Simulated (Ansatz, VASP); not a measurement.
One calculation of Ag, two programs

INCAR

```
  PREC = Accurate
  ENCUT = 520
  EDIFF = 1E-7
  ISMEAR = 0
  SIGMA = 0.15
  LREAL = F
  LASPH = T
  NELM = 100
  ALGO = Fast
  ISIF = 2
  LWAVE = F
  LCHARG = T
  GGA = CA
  LELF = T
  LVHAR = T
  NBANDS = 12
```

The input KPOINTS:

```
Automatic mesh
0
Gamma
  22 22 22
```

POSCAR

```
Ag
1.0
   -1.7986143269      1.7986143269      1.4029191750
    1.7986143269     -1.7986143269      1.4029191750
    1.7986143269      1.7986143269     -1.4029191750
Ag
1
Direct
    0.0000000000      0.0000000000      0.0000000000
```

Input for Ansatz:

```yaml
crystal:
  lattice:
    - [-1.7986143269, 1.7986143269, 1.402919175]
    - [1.7986143269, -1.7986143269, 1.402919175]
    - [1.7986143269, 1.7986143269, -1.402919175]
  atoms:
    - { symbol: Ag, position: [0.0, 0.0, 0.0] }
basis:
  ecutwfc: 420
kpoints:
  mp_grid: { grid: [22, 22, 22] }
hamiltonian:
  xc: lda
scf:
  occupations: { method: gaussian, width: 0.15 }
output:
  forces: true
  stress: true
  eigenvalues: true
```

Alike in both runs: task single point; functional LDA; k mesh 22 × 22 × 22; occupations gaussian, width 0.15 eV; no spin polarisation.

|  | VASP | Ansatz |
| --- | --- | --- |
| version | VASP 6.6.1 | Ansatz 0.2.0 |
| potentials or method | VASP PAW LDA potentials, release 64 (Ag), cutoff 520 eV | scalar-relativistic, plane waves, PAW |
| valence electrons in the cell | 11 | 19 |

Ansatz gave:

```
gap on the k mesh at the Fermi level (eV)                     : none
pressure (GPa)                                                : -10.1
traceless stress, the component that is largest in VASP (GPa) : 3.00
```

Task: What did VASP give for the same quantities?

Result: gap on the k mesh at the Fermi level (eV): none; pressure (GPa): -10.0; traceless stress, the component that is largest in VASP (GPa): 3.06.

LDA's correlation is that of Perdew and Zunger in VASP and of Perdew and Wang (1992) in Ansatz. A gap of «none» marks a metal or a gap that the smearing closes. VASP's potentials hold 11 valence electrons a cell and Ansatz's 19, so a difference there can come from the potentials and not from the codes.
